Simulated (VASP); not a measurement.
Input of a VASP 6.6.1 run:

The input INCAR:

```
PREC     = Accurate       # precision mode
ENCUT    = 400            # plane-wave cutoff, eV
EDIFF    = 1E-6           # SCF threshold, eV
ISMEAR   = -1             # smearing method
SIGMA    = 0.05           # smearing width, eV
LREAL    = False          # projectors in reciprocal space
LASPH    = True           # aspherical terms in the spheres
NELM     = 200            # most SCF steps
ALGO     = Normal         # electronic algorithm
ISIF     = 2              # what is computed and relaxed
LWAVE    = False          # write WAVECAR
LCHARG   = False          # write CHGCAR
MAGMOM   = 0 0 0 0 0 0 0 0 0 0 0 0 0 0 0 0 0 0 0 0 0 0 0 0 # initial moments
LORBIT   = 11             # projections on sites
LSORBIT  = True           # spin-orbit coupling
GGA_COMPAT= False        
LORBMOM  = True         
LDIPOL   = True         
IDIPOL   = 3            
DIPOL    = 0.5 0.5 0.500
GGA      = PE             # functional
NBANDS   = 90             # bands
NELMDL   = -8
```

KPOINTS

```
regular mesh
0
Gamma
  7 7 1
```

Contents of POSCAR:

```
CdSe
1.0
    4.2984999142      0.0000000000      0.0000000000
   -2.1492499571      3.7226101239      0.0000000000
    0.0000000000      0.0000000000     26.3997000000
Se Cd
4 4
Direct
    0.6666666667      0.3333333334      0.2840941374
    0.3333333333      0.6666666666      0.4169592836
    0.6666666667      0.3333333334      0.5498244298
    0.3333333333      0.6666666666      0.6826895760
    0.3333333333      0.6666666666      0.3173104240
    0.6666666667      0.3333333334      0.4501755702
    0.3333333333      0.6666666666      0.5830407164
    0.6666666667      0.3333333334      0.7159058626
```

Potentials or basis: VASP PAW PBE potentials, release 64 (Se, Cd).

Command:

```bash
$ cat potpaw_PBE.64/Se/POTCAR potpaw_PBE.64/Cd/POTCAR > POTCAR
$ mpirun -np 1 vasp_ncl > vasp.out
```

(1) Predict the largest force.

(2) Predict the net moment.

Results:

(1) 0.875 eV/Å.

(2) 0.00 μB per cell.
